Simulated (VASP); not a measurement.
Wanted: the native input for a VASP 6.6.1 run.

- Task: single point
- Functional: PBEsol
- Potentials or basis: VASP PAW PBE potentials, release 64 (Ni, Si)
- Cutoff: 520 eV
- k mesh: 8 × 8 × 8
- Occupations: fermi-dirac, width 0.05 eV
- Spin: collinear spin, ferromagnetic start
- Starting moments: [1.0, 1.0, 1.0, 0.0] μB
- Dipole correction: no
- Further INCAR settings: ALGO = Normal; EDIFF = 1e-07; NBANDS = 29

The structure of SiNi3 lies in POSCAR:

```
SiNi3
1.0
    3.4941292669      0.0000000000      0.0000000000
    0.0000000000      3.4941292669      0.0000000000
    0.0000000000      0.0000000000      3.4941292669
Ni Si
3 1
Direct
    0.5000000000      0.5000000000      0.0000000000
    0.5000000000      0.0000000000      0.5000000000
    0.0000000000      0.5000000000      0.5000000000
    0.0000000000      0.0000000000      0.0000000000
```

This cell differs from its parent crystal: volume scaled by 0.96.

These files were run (other wordings do the same):

INCAR

```
  PREC = Accurate
  ENCUT = 520
  EDIFF = 1E-7
  ISMEAR = -1
  SIGMA = 0.05
  LREAL = F
  LASPH = T
  NELM = 150
  ALGO = Normal
  ISIF = 2
  LWAVE = F
  LCHARG = F
  ISPIN = 2
  MAGMOM = 1 1 1 0
  LORBIT = 11
  LMAXMIX = 4
  GGA = PS
  NBANDS = 29
```

KPOINTS

```
regular mesh
0
Gamma
  8 8 8
```

Potentials or basis: VASP PAW PBE potentials, release 64 (Ni, Si).

The run is started by

```bash
$ cat potpaw_PBE.64/Ni/POTCAR potpaw_PBE.64/Si/POTCAR > POTCAR
$ mpirun -np 1 vasp_std > vasp.out
```

Results of the run:

| Item | Value |
| --- | --- |
| Pressure | -6.2 GPa |
| Band gap on the k mesh | zero (filled and empty bands overlap) |
| Net moment | 0.00 μB per cell |
| Valence electrons inside the program's atomic spheres | Ni 9.50; Si 1.55 |

Caveat: the PAW data sets were made with another functional, which shifts forces and pressure a little.

Wall time 69 s on 1 thread of Intel(R) Xeon(R) Platinum 8488C (Sapphire Rapids) (shared host), peak memory 0.21 GiB.
